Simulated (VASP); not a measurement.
A run of VASP 6.6.1:

INCAR

```
PREC = Accurate
ENCUT = 520
EDIFF = 1E-6
ISMEAR = -1
SIGMA = 0.1
LREAL = False
LASPH = True
NELM = 60
ALGO = Normal
ISIF = 2
LWAVE = False
LCHARG = False
GGA = PE
NBANDS = 28
```

The input KPOINTS:

```
Automatic mesh
0
Gamma
  12 8 1
```

The input POSCAR:

```
Pd
1.0
    2.7903171796      0.0000000000      0.0000000000
    0.0000000000      3.9461043987      0.0000000000
    0.0000000000      0.0000000000     20.1855000000
Pd
4
Direct
    0.2500000000      0.2500000000      0.4003092885
    0.7500000000      0.7500000000      0.4630716297
    0.2500000000      0.2500000000      0.5369283413
    0.7500000000      0.7500000000      0.5996907401
```

Potentials or basis: VASP PAW PBE potentials, release 64 (Pd).

Launch:

```console
$ cat potpaw_PBE.64/Pd/POTCAR > POTCAR
$ mpirun -np 1 vasp_std > vasp.out
```

Hardware: 1 thread of Intel Xeon 8259CL, with other jobs on the host.

Problem. How long does it take, and how much memory?

Solution. Run time: 8.5 min on 1 thread of Intel Xeon 8259CL, on a shared host, peak memory 0.41 GiB. Counts: scf iterations 23, k points 35.
